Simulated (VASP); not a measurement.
# RbBr (Fm-3m) in VASP: G0W0 quasiparticle levels with PBE

Aim: the G0W0 quasiparticle levels of RbBr with PBE.

Program: VASP 6.6.1. These are calculated values, not measurements. Logs are shortened: lines on timing, memory, paths and dates and some standing lists are left out, and cuts for length are marked.

### 1 The cell of the first run

It takes space group Fm-3m (No. 225, cubic). The conventional cell has a = 6.922 Å, b = 6.922 Å, c = 6.922 Å, α = 90.00°, β = 90.00°, γ = 90.00°. Within 4.5 Å of Rb (site symmetry m-3m) lie 6 Br at 3.46 Å. Br (site symmetry m-3m) has 6 Rb at 3.46 Å within 4.5 Å.

### 2 G0W0 quasiparticle levels, PBE

File POSCAR:

```
RbBr
1.0
    0.0000000000      3.4608321250      3.4608321250
    3.4608321250      0.0000000000      3.4608321250
    3.4608321250      3.4608321250      0.0000000000
Rb Br
1 1
Direct
    0.0000000000      0.0000000000      0.0000000000
    0.5000000000      0.5000000000      0.5000000000
```

File INCAR.step1:

```
  PREC = Accurate
  ENCUT = 500
  EDIFF = 1E-8
  ISMEAR = 0
  SIGMA = 0.01
  LREAL = False
  LASPH = True
  NELM = 100
  ALGO = Normal
  LWAVE = True
  LCHARG = False
  GGA = PE
```

File INCAR.step2:

```
  PREC = Accurate
  ENCUT = 500
  EDIFF = 1E-8
  ISMEAR = 0
  SIGMA = 0.01
  LREAL = False
  LASPH = True
  NELM = 1
  ALGO = Exact
  LWAVE = True
  LCHARG = False
  GGA = PE
  NBANDS = 196
  LOPTICS = True
  ISTART = 1
```

File INCAR.step3:

```
  PREC = Accurate
  ENCUT = 500
  EDIFF = 1E-8
  ISMEAR = 0
  SIGMA = 0.01
  LREAL = False
  LASPH = True
  ALGO = EVGW0
  LWAVE = False
  LCHARG = False
  GGA = PE
  NELMGW = 1
  NBANDS = 196
  ENCUTGW = 100.0
  NOMEGA = 96
  PRECFOCK = Fast
  ISTART = 1
  NBANDSGW = 16
  OMEGAMAX = 20
```

File KPOINTS:

```
Automatic mesh
0
Gamma
  4 4 4
```

Potentials or basis: VASP PAW PBE potentials, release 64 (Rb_sv_GW, Br_GW).

Run with:

```
$ cat potpaw_PBE.64/Rb_sv_GW/POTCAR potpaw_PBE.64/Br_GW/POTCAR > POTCAR
$ cp INCAR.step1 INCAR
$ mpirun -np 1 vasp_std > vasp.out
$ cp INCAR.step2 INCAR
$ mpirun -np 1 vasp_std > vasp.out
$ cp INCAR.step3 INCAR
$ mpirun -np 1 vasp_std > vasp.out
```

OUTCAR:

```text
PREC = Accurate
   ENCUT = 500
   EDIFF = 1E-8
   ISMEAR = 0
   LREAL = False
   LASPH = True
   GGA = PE
   NELMGW = 1
   ENCUTGW = 100.0
   PRECFOCK = Fast
   ISTART = 1

 ion  position               nearest neighbor table
   1  0.000  0.000  0.000-
   2  0.500  0.500  0.500-

  LATTYP: Found a face centered cubic cell.
 ALAT       =     6.9216642500

  Lattice vectors:

 A1 = (   0.0000000000,   3.4608321250,   3.4608321250)
 A2 = (   3.4608321250,   0.0000000000,   3.4608321250)
 A3 = (   3.4608321250,   3.4608321250,   0.0000000000)

Analysis of symmetry for initial positions (statically):
=====================================================================
 Subroutine PRICEL returns:
 Original cell was already a primitive cell.

 Routine SETGRP: Setting up the symmetry group for a
 face centered cubic supercell.

 Subroutine GETGRP returns: Found 48 space group operations
 (whereof 48 operations were pure point group operations)
 out of a pool of 48 trial point group operations.

The static configuration has the point symmetry O_h .

Analysis of symmetry for dynamics (positions and initial velocities):
=====================================================================
 Subroutine PRICEL returns:
 Original cell was already a primitive cell.

 Routine SETGRP: Setting up the symmetry group for a
 face centered cubic supercell.

 Subroutine GETGRP returns: Found 48 space group operations
 (whereof 48 operations were pure point group operations)
 out of a pool of 48 trial point group operations.

The dynamic configuration has the point symmetry O_h .

 Subroutine INISYM returns: Found 48 space group operations
 (whereof 48 operations are pure point group operations),
 and found     1 'primitive' translations

----------------------------------------------------------------------------------------

                                     Primitive cell

  volume of cell :      82.9033

  direct lattice vectors                    reciprocal lattice vectors
     0.000000000  3.460832125  3.460832125    -0.144473925  0.144473925  0.144473925
     3.460832125  0.000000000  3.460832125     0.144473925 -0.144473925  0.144473925
[... 46 lines left out ...]
  0.500000  0.250000  0.000000     24.000000
 -0.250000  0.250000  0.000000     12.000000
  0.500000  0.500000  0.000000      3.000000
 -0.250000  0.500000  0.250000      6.000000
   k-points           NKPTS =      8   k-points in BZ     NKDIM =     64   number of bands    NBANDS=    196
   number of dos      NEDOS =    301   number of ions     NIONS =      2
   total plane-waves  NPLWV =  46656
   dimension x,y,z NGX =    36 NGY =   36 NGZ =   36
   dimension x,y,z NGXF=    72 NGYF=   72 NGZF=   72
   ions per type =               1   1
   NGX,Y,Z   is equivalent  to a cutoff of  12.23, 12.23, 12.23 a.u.
   NGXF,Y,Z  is equivalent  to a cutoff of  24.46, 24.46, 24.46 a.u.
 SYSTEM =  unknown system
   PREC   = accura    normal or accurate (medium, high low for compatibility)
   ISTART =      1    job   : 0-new  1-cont  2-samecut
   ICHARG =      0    charge: 1-file 2-atom 10-const
   ISPIN  =      1    spin polarized calculation?
   LNONCOLLINEAR =      F non collinear calculations
   LSORBIT =      F    spin-orbit coupling
   LASPH  =      T    aspherical Exc in radial PAW
   ENCUT  =  500.0 eV  36.75 Ry    6.06 a.u.   8.92  8.92  8.92*2*pi/ulx,y,z
   NELM   =     60;   NELMIN=  2; NELMDL=  0     # of ELM steps
   EDIFF  = 0.1E-07   stopping-criterion for ELM
   LREAL  =      F    real-space projection
   EDIFFG = 0.1E-06   stopping-criterion for IOM
   NSW    =      0    number of steps for IOM
   IBRION =     -1    ionic relax: 0-MD 1-quasi-New 2-CG
   NFREE  =      0    steps in history (QN), initial steepest desc. (CG)
   ISIF   =      0    stress and relaxation
   ISYM   =      3    0-nonsym 1-usesym 2-fastsym
   POTIM  = 0.5000    time-step for ionic-motion
   TEBEG  =    0.0;   TEEND  =   0.0 temperature during run
   PSTRESS=    0.0 pullay stress
   NELECT =      16.0000    total number of electrons
   NUPDOWN=      -1.0000    fix difference up-down
   EMIN   =  10.00;   EMAX   =-10.00  energy-range for DOS
   EFERMI =   0.00;   METHOD = LEGACY
   ISMEAR =     0;   SIGMA  =   0.01  broadening in eV -4-tet -1-fermi 0-gaus
   EFERMI_NEDOS =   21; number of points for ismear=-14 and -15
   IALGO  =     38    algorithm
   IMIX   =      4    mixing-type and parameters
     AMIX     =   0.40;   BMIX     =  1.00
     AMIX_MAG =   1.60;   BMIX_MAG =  1.00
  volume/ion in A,a.u.               =      41.45       279.73
  Fermi-wavevector in a.u.,A,eV,Ry     =   0.946072  1.787817 12.177931  0.895053
  Thomas-Fermi vector in A             =   2.074035
   LORBIT       =      0    0 simple, 1 ext, 2 COOP (PROOUT), +10 PAW based schemes
   GGA     = PE    functional components
   LHFCALC =     T    Hartree Fock is set to
   PRECFOCK=fast      Normal, Fast or Accurate (Low or Medium for compatibility)
   ENCUT4O =  -1.0   cutoff for four orbital integrals eV
   NKREDX  =     1    reduce k-point grid by
   NKREDY  =     1    reduce k-point grid by
   NKREDZ  =     1    reduce k-point grid by
   AEXX    =    1.0000 exact exchange contribution
   HFSCREEN=    0.0000 screening length (either q_TF or 0.3 A-1)
   HFSCREENC=   0.0000 screening length for correlation (either q_TF or 0.3 A-1)
   ENCUTFOCK=  -1.0 apply spherical cutoff to Coloumb kernel
   IVDW    =     0    specifies the selected vdW correction
   LEPSILON=     F    determine dielectric tensor
   LRPA    =     F    only Hartree local field effects (RPA)
   LRPAFORCE           =     F    calculate RPA forces
   ENCUTGW             = 100.0    cutoff for response function in eV
   ENCUTGWSOFT         =  80.0    soft cutoff for Coulomb kernel in GW response function in eV
   ENCUTLF             =  -1.0    cutoff for local field effects
   NELMGW              =     1    number of iterations in solving QP/BSE equation
   NELMHF              =     1    number of iterations in the inner HF iteration
   NKREDLFX            =     1    NKREDLFY  =   1   NKREDLFZ  =   1
 non-spin polarized calculation
 Gauss-broadening in eV      SIGMA  =   0.01
  energy-cutoff  :      500.00
  volume of cell :       82.90
 maximum number of plane-waves:      2148
  NGX = 20; NGY = 20; NGZ = 20
   NGX = 17   NGY = 17   NGZ = 17
 maximum number of plane-waves:       200
 NGX is ok and might be reduce to    18

 QP shifts <psi_nk| G(iteration)W_0 |psi_nk>: iteration 1
 for sc-GW calculations column KS-energies equals QP-energies in previous step
 and V_xc(KS)=  KS-energies - (<T + V_ion + V_H > + <T+V_H+V_ion>^1  + <V_x>^1)

 k-point   1 :       0.0000    0.0000    0.0000
  band No.  KS-energies  QP-energies   sigma(KS)   V_xc(KS)     V^pw_x(r,r')   Z            occupation Imag(sigma)

      1     -25.7425     -27.2555     -18.6444     -16.4847     -26.9190       0.7005       2.0000       0.8590
      2     -13.4146     -14.8213     -15.9343     -13.9896     -22.1706       0.7233       2.0000       1.1343
      3      -9.8136     -12.4820     -18.3990     -15.1329     -20.8573       0.8170       2.0000       0.0632
      4      -9.8136     -12.4820     -18.3990     -15.1329     -20.8573       0.8170       2.0000       0.0632
      5      -9.8136     -12.4820     -18.3990     -15.1329     -20.8573       0.8170       2.0000       0.0632
      6      -1.2631      -3.0912     -14.7875     -12.5036     -16.4184       0.8004       2.0000       0.0397
[... 135 lines left out ...]
      2     -13.3894     -14.8199     -16.0041     -14.0365     -22.1877       0.7270       2.0000       1.1152
      3      -9.9265     -12.6011     -18.1977     -14.9032     -20.6753       0.8118       2.0000       0.0786
      4      -9.9265     -12.6011     -18.1977     -14.9032     -20.6753       0.8118       2.0000       0.0786
      5      -9.7985     -12.4305     -18.3813     -15.1423     -20.8466       0.8126       2.0000       0.0590
      6      -1.7259      -3.6183     -14.2285     -11.8413     -15.8894       0.7928       2.0000       0.0434
[... 8 lines left out ...]
     15       9.5944      10.8003      -7.1297      -8.5861      -3.8000       0.8280       0.0000      -0.0635
     16      10.2825      11.3019      -6.5885      -7.8500      -3.0733       0.8081       0.0000      -0.1042
```

OUTCAR.step1:

```text
PREC = Accurate
   ENCUT = 500
   EDIFF = 1E-8
   ISMEAR = 0
   LREAL = False
[... 322 lines left out ...]
      0.00000      0.00000      0.00000         0.000000      0.000000      0.000000
      3.46083      3.46083      3.46083        -0.000000     -0.000000     -0.000000
 -----------------------------------------------------------------------------------
    total drift:                                0.000000      0.000000      0.000000

  FREE ENERGIE OF THE ION-ELECTRON SYSTEM (eV)
  ---------------------------------------------------
  free  energy   TOTEN  =        -8.3544076022 eV

  energy  without entropy=       -8.3544076022  energy(sigma->0) =       -8.35440760
```

Run time: 4.4 min. Hardware: 1 thread of Intel Xeon 6975P-C (Granite Rapids), shared host; peak memory 1.1 GiB.

Results:

| Property | Result |
| --- | --- |
| Quasiparticle gap | 6.71 eV |
| Least direct quasiparticle gap | 6.71 eV |
| Band gap of the starting levels on the mesh | 4.28 eV |
| Least direct gap of the starting levels on the mesh | 4.28 eV |

Caveat: the k points lie up to 0.39 Å⁻¹ apart; bands, screening cutoff and mesh are small and nothing is extrapolated, so the quasiparticle values aren't converged.
